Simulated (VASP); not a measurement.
Crystal: MoBr.

```
CELL_PARAMETERS angstrom
0.00000 3.62679 3.62679
3.62679 0.00000 3.62679
3.62679 3.62679 0.00000
ATOMIC_POSITIONS crystal
Mo 0.50000 0.50000 0.50000
Mo 0.75000 0.75000 0.75000
Br 0.00000 0.00000 0.00000
Br 0.25000 0.25000 0.25000
```

- Program: VASP 6.6.1
- Task: relaxation of cell and atoms
- Functional: PBE
- Potentials or basis: VASP PAW PBE potentials, release 64 (Mo_sv, Br)
- Cutoff: 600 eV
- k mesh: 4 × 4 × 4
- Occupations: gaussian, width 0.1 eV
- Spin: collinear spin, ferromagnetic start
- Starting moments: [1.6, 1.6, 0.17, 0.17] μB

At the start: pressure -11.8 GPa; volume 23.85 Å³/atom.

Question: How do energy, volume and symmetry change on relaxing?

Answer: Over 3 steps the energy falls by 267.9 meV/atom and the volume is 18.43 Å³/atom (-22.7 %); space group Fd-3m (No. 227, to 0.05 Å); moment 0.68 μB per cell.

Step by step:
| step | energy change (eV) | largest force (eV/Å) | pressure (GPa) | volume (Å³) |
| --- | --- | --- | --- | --- |
| 1 | 0.0000 | 0.0000 | -11.80 | 95.41 |
| 2 | -1.0703 | 0.0000 | 0.77 | 73.16 |
| 3 | -1.0715 | 0.0000 | -0.07 | 73.73 |

Final structure:
```yaml
crystal:
  lattice:
    - [0.00000, 3.32814, 3.32814]
    - [3.32814, 0.00000, 3.32814]
    - [3.32814, 3.32814, 0.00000]
  atoms:
    - { symbol: Mo, position: [0.50000, 0.50000, 0.50000] }
    - { symbol: Mo, position: [0.75000, 0.75000, 0.75000] }
    - { symbol: Br, position: [0.00000, 0.00000, 0.00000] }
    - { symbol: Br, position: [0.25000, 0.25000, 0.25000] }
```

Caveat: the k points lie up to 0.41 Å⁻¹ apart in the final cell; the volume moved by over 15 % at a fixed basis, so the end points are rough.
